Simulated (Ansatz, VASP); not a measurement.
## Al: VASP beside Ansatz

```
Al
1.0
     0.00000    2.02398    2.02398
     2.02398    0.00000    2.02398
     2.02398    2.02398    0.00000
Al
1
Direct
  0.00000 0.00000 0.00000
```

Alike in both runs: task single point; functional PBE; k mesh 14 × 14 × 14; occupations fermi-dirac, width 0.05 eV; no spin polarisation.

```csv
,VASP,Ansatz
version,VASP 6.6.1,Ansatz 0.2.0
potentials or method,"VASP PAW PBE potentials, release 64 (Al), cutoff 520 eV","all-electron LAPW, non-relativistic"
```

Ansatz gave:

- pressure (GPa): -0.7

Question: What did VASP give for the same quantities?

Answer: Pressure (GPa): -0.6.

Ansatz ran all-electron here, and VASP with PAW potentials.
